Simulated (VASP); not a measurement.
# Mg (P6_3/mmc) in VASP: single point with PBE

Aim: the single point of Mg with PBE.

All numbers are computed with VASP 6.6.1; they aren't measurements. Logs are shortened: lines on timing, memory, paths and dates and some standing lists are left out, and cuts for length are marked.

### Step 1. The cell of the first run

It takes space group P6_3/mmc (No. 194, hexagonal). The conventional cell has a = 3.099 Å, b = 3.099 Å, c = 4.437 Å, α = 90.00°, β = 90.00°, γ = 120.00°. Mg (site symmetry -6m2) has 12 Mg at 2.85 to 3.10 Å within 3.8 Å.

### Step 2. Single point, PBE (Be replaced by Mg, lengths x 1.281, strained)

INCAR reads:

```
SYSTEM = Mg
ALGO     = Normal         ! electronic algorithm
EDIFF    = 1E-6           ! SCF threshold, eV
ENCUT    = 520            ! plane-wave cutoff, eV
GGA      = PE             ! functional
ISIF     = 2              ! what is computed and relaxed
ISMEAR   = 0              ! smearing method
LASPH    = .TRUE.         ! aspherical terms in the spheres
LCHARG   = .FALSE.        ! write CHGCAR
LREAL    = .FALSE.        ! projectors in reciprocal space
LWAVE    = .FALSE.        ! write WAVECAR
NBANDS   = 9              ! bands
NELM     = 100            ! most SCF steps
PREC     = Accurate       ! precision mode
SIGMA    = 0.1            ! smearing width, eV
```

KPOINTS reads:

```
k-points
0
G
  15 15 10
  0 0 0
```

POSCAR reads:

```
Mg
1.0
    3.0987341410      0.0000000000      0.0000000000
   -1.5493670706      2.6835824857      0.0000000000
    0.0000000000      0.0000000000      4.4372270295
Mg
2
Direct
    0.3333333333      0.6666666667      0.2500000000
    0.6666666667      0.3333333333      0.7500000000
```

Potentials or basis: VASP PAW PBE potentials, release 64 (Mg).

Run with:

```console
cat potpaw_PBE.64/Mg/POTCAR > POTCAR
mpirun -np 1 vasp_std > vasp.out
```

OUTCAR:

```text
SYSTEM = Mg
   EDIFF = 1E-6
   ENCUT = 520
   GGA = PE
   ISIF = 2
   ISMEAR = 0
   LASPH = .TRUE.
   LREAL = .FALSE.
   NELM = 100
   PREC = Accurate

 ion  position               nearest neighbor table
   1  0.333  0.667  0.250-   2 2.85   2 2.85   2 2.85   2 2.85   2 2.85   2 2.85
   2  0.667  0.333  0.750-   1 2.85   1 2.85   1 2.85   1 2.85   1 2.85   1 2.85

  LATTYP: Found a hexagonal cell.
 ALAT       =     3.0987341410
 C/A-ratio  =     1.4319482820

  Lattice vectors:

 A1 = (   3.0987341410,   0.0000000000,   0.0000000000)
 A2 = (  -1.5493670706,   2.6835824857,   0.0000000000)
 A3 = (   0.0000000000,   0.0000000000,   4.4372270295)

Analysis of symmetry for initial positions (statically):
=====================================================================
 Subroutine PRICEL returns:
 Original cell was already a primitive cell.

 Routine SETGRP: Setting up the symmetry group for a
 hexagonal supercell.

 Subroutine GETGRP returns: Found 24 space group operations
 (whereof 12 operations were pure point group operations)
 out of a pool of 24 trial point group operations.

The static configuration has the point symmetry D_3d.
 The point group associated with its full space group is D_6h.

Analysis of symmetry for dynamics (positions and initial velocities):
=====================================================================
 Subroutine PRICEL returns:
 Original cell was already a primitive cell.

 Routine SETGRP: Setting up the symmetry group for a
 hexagonal supercell.

 Subroutine GETGRP returns: Found 24 space group operations
 (whereof 12 operations were pure point group operations)
 out of a pool of 24 trial point group operations.

The dynamic configuration has the point symmetry D_3d.
 The point group associated with its full space group is D_6h.

 Subroutine INISYM returns: Found 24 space group operations
 (whereof 12 operations are pure point group operations),
 and found     1 'primitive' translations

----------------------------------------------------------------------------------------

                                     Primitive cell

  volume of cell :      36.8987

  direct lattice vectors                    reciprocal lattice vectors
     3.098734141  0.000000000  0.000000000     0.322712422  0.186318104  0.000000000
    -1.549367071  2.683582486  0.000000000     0.000000000  0.372636208  0.000000000
     0.000000000  0.000000000  4.437227029     0.000000000  0.000000000  0.225365976

  length of vectors
     3.098734141  3.098734141  4.437227029     0.372636208  0.372636208  0.225365976

  position of ions in fractional coordinates (direct lattice)
     0.333333333  0.666666667  0.250000000
     0.666666667  0.333333333  0.750000000

  ion indices of the primitive-cell ions
   primitive index   ion index
                 1           1
                 2           2

----------------------------------------------------------------------------------------

 KPOINTS: k-points

Automatic generation of k-mesh.
 Grid dimensions read from file:
 generate k-points for:   15   15   10

 Generating k-lattice:

  Cartesian coordinates                     Fractional coordinates (reciprocal lattice)
     0.021514161  0.012421207  0.000000000     0.066666667  0.000000000  0.000000000
     0.000000000  0.024842414  0.000000000     0.000000000  0.066666667  0.000000000
     0.000000000  0.000000000  0.022536598     0.000000000  0.000000000  0.100000000

  Length of vectors
     0.024842414  0.024842414  0.022536598

  Shift w.r.t. Gamma in fractional coordinates (k-lattice)
     0.000000000  0.000000000  0.000000000

 Subroutine IBZKPT returns following result:
 ===========================================

 Found    162 irreducible k-points:

 Following reciprocal coordinates:
            Coordinates               Weight
  0.000000  0.000000  0.000000      1.000000
  0.066667  0.000000  0.000000      6.000000
  0.133333  0.000000  0.000000      6.000000
  0.200000  0.000000  0.000000      6.000000
  0.266667  0.000000  0.000000      6.000000
  0.333333  0.000000  0.000000      6.000000
[... 16 lines left out ...]
  0.333333  0.200000  0.000000     12.000000
  0.400000  0.200000  0.000000      6.000000
 [... further k-points ...]
   k-points           NKPTS =    162   k-points in BZ     NKDIM =    162   number of bands    NBANDS=      9
   number of dos      NEDOS =    301   number of ions     NIONS =      2
   total plane-waves  NPLWV =  20736
   dimension x,y,z NGX =    24 NGY =   24 NGZ =   36
   dimension x,y,z NGXF=    48 NGYF=   48 NGZF=   72
   ions per type =               2
   NGX,Y,Z   is equivalent  to a cutoff of  12.88, 12.88, 13.49 a.u.
   NGXF,Y,Z  is equivalent  to a cutoff of  25.75, 25.75, 26.98 a.u.
 SYSTEM =  Mg
   PREC   = accura    normal or accurate (medium, high low for compatibility)
   ISTART =      0    job   : 0-new  1-cont  2-samecut
   ICHARG =      2    charge: 1-file 2-atom 10-const
   ISPIN  =      1    spin polarized calculation?
   LNONCOLLINEAR =      F non collinear calculations
   LSORBIT =      F    spin-orbit coupling
   LASPH  =      T    aspherical Exc in radial PAW
   ENCUT  =  520.0 eV  38.22 Ry    6.18 a.u.   5.76  5.76  8.25*2*pi/ulx,y,z
   NELM   =    100;   NELMIN=  2; NELMDL= -5     # of ELM steps
   EDIFF  = 0.1E-05   stopping-criterion for ELM
   LREAL  =      F    real-space projection
   EDIFFG = 0.1E-04   stopping-criterion for IOM
   NSW    =      0    number of steps for IOM
   IBRION =     -1    ionic relax: 0-MD 1-quasi-New 2-CG
   NFREE  =      0    steps in history (QN), initial steepest desc. (CG)
   ISIF   =      2    stress and relaxation
   ISYM   =      2    0-nonsym 1-usesym 2-fastsym
   POTIM  = 0.5000    time-step for ionic-motion
   TEBEG  =    0.0;   TEEND  =   0.0 temperature during run
   PSTRESS=    0.0 pullay stress
   NELECT =       4.0000    total number of electrons
   NUPDOWN=      -1.0000    fix difference up-down
   EMIN   =  10.00;   EMAX   =-10.00  energy-range for DOS
   EFERMI =   0.00;   METHOD = LEGACY
   ISMEAR =     0;   SIGMA  =   0.10  broadening in eV -4-tet -1-fermi 0-gaus
   EFERMI_NEDOS =   21; number of points for ismear=-14 and -15
   IALGO  =     38    algorithm
   IMIX   =      4    mixing-type and parameters
     AMIX     =   0.40;   BMIX     =  1.00
     AMIX_MAG =   1.60;   BMIX_MAG =  1.00
  volume/ion in A,a.u.               =      18.45       124.50
  Fermi-wavevector in a.u.,A,eV,Ry     =   0.780593  1.475106  8.290371  0.609325
  Thomas-Fermi vector in A             =   1.883936
   LORBIT       =      0    0 simple, 1 ext, 2 COOP (PROOUT), +10 PAW based schemes
   GGA     = PE    functional components
   LHFCALC =     F    Hartree Fock is set to
   AEXX    =    0.0000 exact exchange contribution
   IVDW    =     0    specifies the selected vdW correction
   LEPSILON=     F    determine dielectric tensor
   LRPA    =     F    only Hartree local field effects (RPA)
 non-spin polarized calculation
 Gauss-broadening in eV      SIGMA  =   0.10
  energy-cutoff  :      520.00
  volume of cell :       36.90
 maximum number of plane-waves:      1010
 NGX is ok and might be reduce to    24
   NGX = 11   NGY = 11   NGZ = 17

 number of electron       4.0000000 magnetization

 Free energy of the ion-electron system (eV)
  ---------------------------------------------------
  ext. energy  EPLUGINS =         0.00000000
  ---------------------------------------------------
  free energy    TOTEN  =        -2.63016615 eV

  energy without entropy =       -2.62683338  energy(sigma->0) =       -2.62849977

 E-fermi :   3.9126     XC(G=0):  -9.1906

 val. band max:        3.9105699087   @ k =   0.0000   0.0000   0.0000
 cond. band min:       3.9276845088   @ k =   0.4000   0.1333   0.5000
 fundamental gap:      0.0171146001
 Fermi energy:         3.9125795862

 k-point     1 :       0.0000    0.0000    0.0000
  band No.  band energies     occupation
      1      -4.0428      2.00000
      2       2.7677      2.00000
      3       3.9106      1.02267
      4      14.6714      0.00000
      5      14.6714      0.00000
      6      14.9618      0.00000
      7      14.9618      0.00000
      8      16.6643      0.00000
      9      18.1260      0.00000

 k-point     2 :       0.0667    0.0000    0.0000
  band No.  band energies     occupation
      1      -3.9495      2.00000
      2       2.8489      2.00000
      3       3.9944      0.24718
      4      12.9632      0.00000
      5      13.7563      0.00000
      6      14.7784      0.00000
      7      16.0168      0.00000
      8      17.8449      0.00000
      9      18.5711      0.00000

 k-point     3 :       0.1333    0.0000    0.0000
  band No.  band energies     occupation
      1      -3.6705      2.00000
      2       3.0927      2.00000
      3       4.2397      0.00000
      4      10.8579      0.00000
      5      12.8598      0.00000
      6      13.8321      0.00000
      7      16.6131      0.00000
      8      17.3024      0.00000
      9      18.3011      0.00000

 k-point     4 :       0.2000    0.0000    0.0000
  band No.  band energies     occupation
      1      -3.2076      2.00000
      2       3.4998      2.00000
      3       4.6182      0.00000
      4       8.8644      0.00000
      5      12.1124      0.00000
      6      12.8448      0.00000
      7      14.6257      0.00000
      8      17.4730      0.00000
      9      17.4859      0.00000
[... 205 lines left out ...]
 k-point    22 :       0.2667    0.2000    0.0000
  band No.  band energies     occupation
      1      -0.6658      2.00000
      2       4.3969      0.00000
      3       5.5415      0.00000
      4       5.7926      0.00000
      5       8.1622      0.00000
      6      10.7247      0.00000
      7      12.0697      0.00000
      8      12.8416      0.00000
      9      14.6300      0.00000

 k-point    23 :       0.3333    0.2000    0.0000
  band No.  band energies     occupation
      1       0.3970      2.00000
      2       2.9713      2.00000
      3       5.3788      0.00000
      4       6.7792      0.00000
      5       8.8449      0.00000
      6       9.2616      0.00000
      7      11.6537      0.00000
      8      11.7880      0.00000
      9      14.3634      0.00000

 k-point    24 :       0.4000    0.2000    0.0000
  band No.  band energies     occupation
      1       1.5739      2.00000
      2       1.6577      2.00000
      3       5.3234      0.00000
      4       7.8384      0.00000
      5       8.0388      0.00000
      6       9.3543      0.00000
      7      10.9827      0.00000
      8      11.6982      0.00000
      9      14.2782      0.00000

 [... further k-points ...]

------------------------ aborting loop because EDIFF is reached ----------------------------------------

  FORCE on cell =-STRESS in cart. coord.  units (eV):
  Direction    XX          YY          ZZ          XY          YZ          ZX
  --------------------------------------------------------------------------------------
  -------------------------------------------------------------------------------------
  Total        2.0886128      2.0886128      4.7392888     -0.0000000      0.0000000     -0.0000000
  in kB       90.6896258     90.6896258    205.7845846     -0.0000000      0.0000000     -0.0000000
  external PRESSURE =     129.0546121 kB  Pullay stress =       0.0000000 kB

 VOLUME and BASIS-vectors are now :
 -----------------------------------------------------------------------------
  energy-cutoff  :      520.00
  volume of cell :       36.90
      direct lattice vectors                 reciprocal lattice vectors
     3.098734141  0.000000000  0.000000000     0.322712422  0.186318104  0.000000000
    -1.549367071  2.683582486  0.000000000     0.000000000  0.372636208  0.000000000
     0.000000000  0.000000000  4.437227029     0.000000000  0.000000000  0.225365976

 POSITION                                       TOTAL-FORCE (eV/Angst)
 -----------------------------------------------------------------------------------
     -0.00000      1.78905      1.10931        -0.000000     -0.000000      0.000000
      1.54937      0.89453      3.32792         0.000000      0.000000      0.000000
 -----------------------------------------------------------------------------------
    total drift:                                0.000000     -0.000000      0.000000

  FREE ENERGIE OF THE ION-ELECTRON SYSTEM (eV)
  ---------------------------------------------------
  free  energy   TOTEN  =        -2.6301661520 eV

  energy  without entropy=       -2.6268333780  energy(sigma->0) =       -2.62849977
```

Wall time 17 s (1 thread of Intel Xeon Platinum 8488C (Sapphire Rapids), shared host); peak memory 0.19 GiB.

What came out:

| Quantity | Value |
| --- | --- |
| Free energy | -2.6302 eV |
| Pressure | 12.9 GPa |
| Band gap on the k mesh | zero (band 2 reaches 4.97 eV, above the bottom of band 3 at 2.68 eV) |

Levels at points of the mesh, in eV from the Fermi level:
```csv
k point,band 1,band 2,band 3,band 4,band 5,band 6
"(0.00, 0.00, 0.00)",-7.96,-1.14,0.00,10.76,10.76,11.05
"(0.00, 0.00, 0.50)",-6.06,-6.06,7.93,7.93,11.67,11.67
```

Caveat: the cell differs from its parent crystal (Be replaced by Mg, lengths x 1.281, strained).
